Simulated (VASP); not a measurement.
Here is a VASP 6.6.1 calculation.

INCAR

```
SYSTEM = Mg8CuSi4
PREC = Accurate
ENCUT = 520
EDIFF = 1E-7
ISMEAR = -1
SIGMA = 0.05
LREAL = .FALSE.
LASPH = .TRUE.
NELM = 120
ALGO = Normal
ISIF = 2
LWAVE = .FALSE.
LCHARG = .FALSE.
GGA = PE
IBRION = 2
NSW = 45
EDIFFG = -0.08
GGA_COMPAT = .FALSE.
NELMIN = 4
```

The input KPOINTS:

```
Automatic mesh
0
G
  2 2 2
  0 0 0
```

POSCAR

```
Mg8CuSi4
1.0
    6.3500000000      0.0000000000      0.0000000000
    0.0000000000      6.3500000000      0.0000000000
    0.0000000000      0.0000000000      6.3500000000
Mg Si Cu
8 4 1
Direct
    0.2500000000      0.2500000000      0.2500000000
    0.7500000000      0.7500000000      0.7500000000
    0.7500000000      0.7500000000      0.2500000000
    0.2500000000      0.2500000000      0.7500000000
    0.7500000000      0.2500000000      0.7500000000
    0.2500000000      0.7500000000      0.2500000000
    0.2500000000      0.7500000000      0.7500000000
    0.7500000000      0.2500000000      0.2500000000
    0.0000000000      0.0000000000      0.0000000000
    0.5000000000      0.5000000000      0.0000000000
    0.5000000000      0.0000000000      0.5000000000
    0.0000000000      0.5000000000      0.5000000000
   -0.0006104000     -0.0005387000      0.5121503000
```

Potentials or basis: VASP PAW PBE potentials, release 64 (Mg, Si, Cu).

Run with:

```console
$ cat potpaw_PBE.64/Mg/POTCAR potpaw_PBE.64/Si/POTCAR potpaw_PBE.64/Cu/POTCAR > POTCAR
$ mpirun -np 1 vasp_std > vasp.out
```

Task: Estimate the energy gained by relaxing.

Result: 15.8 meV/atom.

Task: Estimate the band gap on the k mesh.

Result: Zero (an odd number of electrons rules out a gap without spin polarisation).

Stress tensor (GPa, compression positive):
```
 0.64  0.00 -0.07
 0.00  0.64 -0.06
-0.07 -0.06  0.44
```

Caveat: the k points lie up to 0.49 Å⁻¹ apart, too coarse for converged energies and pressures of a metal.
